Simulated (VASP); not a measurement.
Input of a VASP 6.6.1 run:

POSCAR

```
SiO2
1.0
   -1.7634127747      1.7634127747      4.2599941509
    1.7634127747     -1.7634127747      4.2599941509
    1.7634127747      1.7634127747     -4.2599941509
Si O
2 4
Direct
    0.7500000000      0.2500000000      0.5000000000
    0.0000000000      0.0000000000      0.0000000000
    0.5421687973      0.0421687973      0.5000000000
    0.7921687973      0.7921687973      0.0000000000
    0.2078312027      0.2078312027      0.0000000000
    0.9578312027      0.4578312027      0.5000000000
```

The input INCAR.step1:

```
PREC = Accurate
ENCUT = 600
ISMEAR = -1
SIGMA = 0.02
LREAL = F
LASPH = T
NELM = 60
GGA = PE
ALGO = Normal
EDIFF = 1E-4
LWAVE = T
LCHARG = F
```

The input INCAR.step2:

```
PREC = Accurate
ENCUT = 600
EDIFF = 1E-6
ISMEAR = -1
SIGMA = 0.02
LREAL = F
LASPH = T
NELM = 60
ALGO = Normal
ISIF = 3
LWAVE = F
LCHARG = F
METAGGA = R2SCAN
LMIXTAU = T
IBRION = 2
NSW = 80
EDIFFG = -0.005
ISTART = 1
```

Contents of KPOINTS:

```
regular mesh
0
Gamma
  10 10 10
```

Potentials or basis: VASP PAW PBE potentials, release 64 (Si, O).

Launch:

```sh
$ cat potpaw_PBE.64/Si/POTCAR potpaw_PBE.64/O/POTCAR > POTCAR
$ cp INCAR.step1 INCAR
$ mpirun -np 1 vasp_std > vasp.out
$ cp INCAR.step2 INCAR
$ mpirun -np 1 vasp_std > vasp.out
```

Task: Estimate the space group after relaxing (to 0.1 Å).

Result: I4_1/amd (No. 141).

Task: Estimate the band gap on the k mesh.

Result: 7.22 eV (least direct gap 7.98 eV).

Task: Predict the relaxed volume.

Result: 8.53 Å³/atom.

The path:
```csv
step,energy change (eV),largest force (eV/Å),pressure (GPa),volume (Å³)
1,0.0000,0.1063,-8.66,52.99
2,0.0457,0.7771,13.54,49.41
3,-0.0428,0.2350,-0.30,51.48
4,-0.0474,0.0314,0.00,51.19
5,-0.0477,0.0214,-0.08,51.25
6,-0.0481,0.0181,0.06,51.21
7,-0.0483,0.0117,0.27,51.15
8,-0.0482,0.0288,-0.42,51.24
9,-0.0483,0.0039,0.03,51.18
```

Caveat: the PAW data sets were made with another functional, which shifts forces and pressure a little. A k mesh can miss the band edges.
